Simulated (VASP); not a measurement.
# TiO2 (I4/m) in VASP: electric field gradients with PBE

Aim: the electric field gradients of TiO2 with PBE.

Everything below comes from runs of VASP 6.6.1. Logs are shortened: lines on timing, memory, paths and dates and some standing lists are left out, and cuts for length are marked.

**1. The cell of the first run**

It takes space group I4/m (No. 87, tetragonal). Conventional cell: a = 10.195 Å, b = 10.195 Å, c = 2.967 Å, α = 90.00°, β = 90.00°, γ = 90.00°. Within 2.5 Å of Ti (site symmetry m) lie 6 O at 1.89 to 2.06 Å. Within 2.6 Å of O (site symmetry m) lie 3 Ti at 1.89 to 2.01 Å and 1 O at 2.55 Å. Within 2.6 Å of O (site symmetry m) lie 3 Ti at 1.92 to 2.06 Å and 3 O at 2.55 Å.

**2. Electric field gradients, PBE**

INCAR

```
ALGO = Normal
EDIFF = 1E-8
ENCUT = 520
GGA = PE
ISIF = 2
ISMEAR = -1
KPAR = 4
LASPH = True
LCHARG = False
LEFG = True
LREAL = False
LWAVE = False
NBANDS = 60
NELM = 80
PREC = Accurate
SIGMA = 0.02
```

KPOINTS

```
k-points
0
Gamma
  8 8 8
```

POSCAR

```
TiO2
1.0
   -5.0974444050      5.0974444050      1.4837227700
    5.0974444050     -5.0974444050      1.4837227700
    5.0974444050      5.0974444050     -1.4837227700
Ti O
4 8
Direct
    0.6444529200      0.1725869100      0.8170398300
    0.1725869100      0.3555470800      0.5281339900
    0.8274130900      0.6444529200      0.4718660100
    0.3555470800      0.8274130900      0.1829601700
    0.8362624700      0.4589847300      0.2952472000
    0.4589847300      0.1637375300      0.6227222600
    0.5410152700      0.8362624700      0.3772777400
    0.1637375300      0.5410152700      0.7047528000
    0.1566068900      0.7909642100      0.9475711000
    0.7909642100      0.8433931100      0.6343573200
    0.8433931100      0.2090357900      0.0524289000
    0.2090357900      0.1566068900      0.3656426800
```

Potentials or basis: VASP PAW PBE potentials, release 64 (Ti_sv, O).

Started as:

```console
$ cat potpaw_PBE.64/Ti_sv/POTCAR potpaw_PBE.64/O/POTCAR > POTCAR
$ mpirun -np 4 vasp_std > vasp.out
```

OUTCAR:

```text
EDIFF = 1E-8
   ENCUT = 520
   GGA = PE
   ISIF = 2
   ISMEAR = -1
   LASPH = True
   LREAL = False
   NELM = 80
   PREC = Accurate

 ion  position               nearest neighbor table
   1  0.644  0.173  0.817-   6 1.89   9 1.92   9 1.92   8 2.01   8 2.01  11 2.06
   2  0.173  0.356  0.528-   8 1.89  10 1.92  10 1.92   7 2.01   7 2.01  12 2.06
   3  0.827  0.644  0.472-   5 1.89  12 1.92  12 1.92   6 2.01   6 2.01  10 2.06
   4  0.356  0.827  0.183-   7 1.89  11 1.92  11 1.92   5 2.01   5 2.01   9 2.06
   5  0.836  0.459  0.295-   3 1.89   4 2.01   4 2.01
   6  0.459  0.164  0.623-   1 1.89   3 2.01   3 2.01
   7  0.541  0.836  0.377-   4 1.89   2 2.01   2 2.01
   8  0.164  0.541  0.705-   2 1.89   1 2.01   1 2.01
   9  0.157  0.791  0.948-   1 1.92   1 1.92   4 2.06
  10  0.791  0.843  0.634-   2 1.92   2 1.92   3 2.06
  11  0.843  0.209  0.052-   4 1.92   4 1.92   1 2.06
  12  0.209  0.157  0.366-   3 1.92   3 1.92   2 2.06

  LATTYP: Found a body centered tetragonal cell.
 ALAT       =    10.1948888100
 C/A-ratio  =     0.2910718886

  Lattice vectors:

 A1 = (  -5.0974444050,   5.0974444050,   1.4837227700)
 A2 = (   5.0974444050,  -5.0974444050,   1.4837227700)
 A3 = (   5.0974444050,   5.0974444050,  -1.4837227700)

Analysis of symmetry for initial positions (statically):
=====================================================================
 Subroutine PRICEL returns:
 Original cell was already a primitive cell.

 Routine SETGRP: Setting up the symmetry group for a
 body centered tetragonal supercell.

 Subroutine GETGRP returns: Found  8 space group operations
 (whereof  8 operations were pure point group operations)
 out of a pool of 16 trial point group operations.

The static configuration has the point symmetry C_4h.

Analysis of symmetry for dynamics (positions and initial velocities):
=====================================================================
 Subroutine PRICEL returns:
 Original cell was already a primitive cell.

 Routine SETGRP: Setting up the symmetry group for a
 body centered tetragonal supercell.

 Subroutine GETGRP returns: Found  8 space group operations
[... 1703 lines left out ...]
  energy-cutoff  :      520.00
  volume of cell :      154.21
      direct lattice vectors                 reciprocal lattice vectors
    -5.097444405  5.097444405  1.483722770     0.000000000  0.098088367  0.336990178
     5.097444405 -5.097444405  1.483722770     0.098088367  0.000000000  0.336990178
     5.097444405  5.097444405 -1.483722770     0.098088367  0.098088367  0.000000000

 POSITION                                       TOTAL-FORCE (eV/Angst)
 -----------------------------------------------------------------------------------
      1.75950      6.57013      0.00000         0.068889     -0.022843     -0.000000
      3.62476      1.75950     -0.00000         0.022843      0.068889     -0.000000
      1.47268      3.33794      1.48372        -0.022843     -0.068889      0.000000
      3.33794     -1.47268      1.48372        -0.068889      0.022843     -0.000000
     -0.41815      3.42816      1.48372         0.061565     -0.036849     -0.000000
      1.66929      4.67930     -0.00000         0.036849      0.061565     -0.000000
      3.42816      0.41815      1.48372        -0.036849     -0.061565      0.000000
      5.51559      1.66929      0.00000        -0.061565      0.036849      0.000000
      8.06379      1.59659      0.00000         0.165413     -0.147895     -0.000000
      3.50085      2.96635      1.48372         0.147895      0.165413     -0.000000
     -2.96635      3.50085      1.48372        -0.165413      0.147895      0.000000
      1.59659      2.13110      0.00000        -0.147895     -0.165413     -0.000000
 -----------------------------------------------------------------------------------
    total drift:                               -0.000000      0.000000      0.000000

  FREE ENERGIE OF THE ION-ELECTRON SYSTEM (eV)
  ---------------------------------------------------
  free  energy   TOTEN  =      -107.0216726654 eV

  energy  without entropy=     -107.0216726654  energy(sigma->0) =     -107.02167267

 Electric field gradients (V/A^2)
---------------------------------------------------------------------
 ion       V_xx      V_yy      V_zz      V_xy      V_xz      V_yz
---------------------------------------------------------------------
   1      16.797     4.363   -21.160    -8.640     0.000     0.000
   2       4.363    16.797   -21.160     8.641     0.000     0.000
   3       4.363    16.797   -21.160     8.641     0.000     0.000
   4      16.797     4.363   -21.160    -8.640     0.000     0.000
   5       7.686   -16.709     9.023    -2.467    -0.000    -0.000
   6     -16.709     7.686     9.023     2.462    -0.000    -0.000
   7     -16.709     7.686     9.023     2.462    -0.000    -0.000
   8       7.686   -16.709     9.023    -2.467    -0.000    -0.000
   9       7.234    -1.717    -5.517     2.554    -0.000    -0.000
  10      -1.717     7.234    -5.517    -2.559    -0.000    -0.000
  11       7.234    -1.717    -5.517     2.554    -0.000    -0.000
  12      -1.717     7.234    -5.517    -2.559    -0.000    -0.000
---------------------------------------------------------------------

 Electric field gradients after diagonalization (V/A^2)
 (convention: |V_zz| > |V_xx| > |V_yy|)
----------------------------------------------------------------------
 ion       V_xx      V_yy      V_zz     asymmetry (V_yy - V_xx)/ V_zz
----------------------------------------------------------------------
   1     -21.160    -0.064    21.224       0.994
   2     -21.160    -0.065    21.226       0.994
   3     -21.160    -0.065    21.226       0.994
   4     -21.160    -0.064    21.224       0.994
   5       9.023     7.933   -16.956       0.064
   6       9.023     7.932   -16.955       0.064
   7       9.023     7.932   -16.955       0.064
   8       9.023     7.933   -16.956       0.064
   9      -5.517    -2.394     7.911       0.395
  10      -5.517    -2.397     7.914       0.394
  11      -5.517    -2.394     7.911       0.395
  12      -5.517    -2.397     7.914       0.394
----------------------------------------------------------------------

           NMR quadrupolar parameters

 Cq : quadrupolar parameter    Cq=e*Q*V_zz/h
 eta: asymmetry parameters     (V_yy - V_xx)/ V_zz
 Q  : nuclear electric quadrupole moment in mb (millibarn)
----------------------------------------------------------------------
 ion       Cq(MHz)       eta       Q (mb)
----------------------------------------------------------------------
   1       0.051       0.994       1.000
   2       0.051       0.994       1.000
   3       0.051       0.994       1.000
   4       0.051       0.994       1.000
   5      -0.041       0.064       1.000
   6      -0.041       0.064       1.000
   7      -0.041       0.064       1.000
   8      -0.041       0.064       1.000
   9       0.019       0.395       1.000
  10       0.019       0.394       1.000
  11       0.019       0.395       1.000
  12       0.019       0.394       1.000
----------------------------------------------------------------------
```

OSZICAR:

```text
N       E                     dE             d eps       ncg     rms          rms(c)
DAV:   1     0.150105471706E+04    0.15011E+04   -0.48604E+04  9808   0.184E+03
DAV:   2     0.170416235209E+03   -0.13306E+04   -0.12620E+04  9708   0.569E+02
DAV:   3    -0.116515613417E+03   -0.28693E+03   -0.27906E+03 12024   0.236E+02
[... 14 lines left out ...]
DAV:  18    -0.107021672632E+03    0.17111E-06   -0.76123E-07 12596   0.460E-03    0.140E-03
DAV:  19    -0.107021672717E+03   -0.84568E-07   -0.26258E-07 12368   0.327E-03    0.706E-04
DAV:  20    -0.107021672696E+03    0.20400E-07   -0.41223E-08  8248   0.141E-03    0.180E-04
DAV:  21    -0.107021672670E+03    0.26519E-07   -0.65843E-09  4764   0.439E-04    0.490E-05
DAV:  22    -0.107021672665E+03    0.42273E-08   -0.16310E-09  4684   0.217E-04
   1 F= -.10702167E+03 E0= -.10702167E+03  d E =-.130567E-11
```

stdout:

```text
POSCAR found type information on POSCAR TiO
 POSCAR found :  2 types and      12 ions
 scaLAPACK will be used
 LDA part: xc-table for (Slater+PW92), standard interpolation
 POSCAR, INCAR and KPOINTS ok, starting setup
 FFT: planning ... GRIDC
 FFT: planning ... GRID_SOFT
 FFT: planning ... GRID
 WAVECAR not read
 entering main loop
ion   1

ion   2

ion   3

ion   4

ion   5

ion   6

ion   7

ion   8

ion   9

ion  10

ion  11

ion  12
```

It took 20 min on 4 MPI ranks of Oxide Virtual Turin-like, shared host; peak memory 0.76 GiB.

What came out:

| Quantity | Value |
| --- | --- |
| Free energy | -107.0217 eV |
| Pressure | 3.5 GPa |
| Largest force | 0.222 eV/Å |
| Band gap on the k mesh | 2.60 eV (least direct gap 2.72 eV) |
| Largest electric field gradient by atom | Ti +21.2; O -17.0, +7.9 (each value once) V/Å² |

Forces in eV/Å, atoms in the order of the input:
```
Ti   0.069 -0.023  0.000
Ti   0.023  0.069  0.000
Ti  -0.023 -0.069  0.000
Ti  -0.069  0.023  0.000
O    0.062 -0.037  0.000
O    0.037  0.062  0.000
O   -0.037 -0.062  0.000
O   -0.062  0.037  0.000
O    0.165 -0.148  0.000
O    0.148  0.165  0.000
O   -0.165  0.148  0.000
O   -0.148 -0.165  0.000
```

Electric field gradients, principal values (V/Å²):
| atom | least | middle | greatest (by size) |
| --- | --- | --- | --- |
| 1 Ti | -0.064 | -21.160 | 21.224 |
| 2 Ti | -0.065 | -21.160 | 21.226 |
| 3 Ti | -0.065 | -21.160 | 21.226 |
| 4 Ti | -0.064 | -21.160 | 21.224 |
| 5 O | 7.933 | 9.023 | -16.956 |
| 6 O | 7.932 | 9.023 | -16.955 |
| 7 O | 7.932 | 9.023 | -16.955 |
| 8 O | 7.933 | 9.023 | -16.956 |
| 9 O | -2.394 | -5.517 | 7.911 |
| 10 O | -2.397 | -5.517 | 7.914 |
| 11 O | -2.394 | -5.517 | 7.911 |
| 12 O | -2.397 | -5.517 | 7.914 |

Caveat: the cell stands under pressure; without QUAD_EFG the Cq values of the log hold for a quadrupole moment of 1 mb, not for the nuclei.
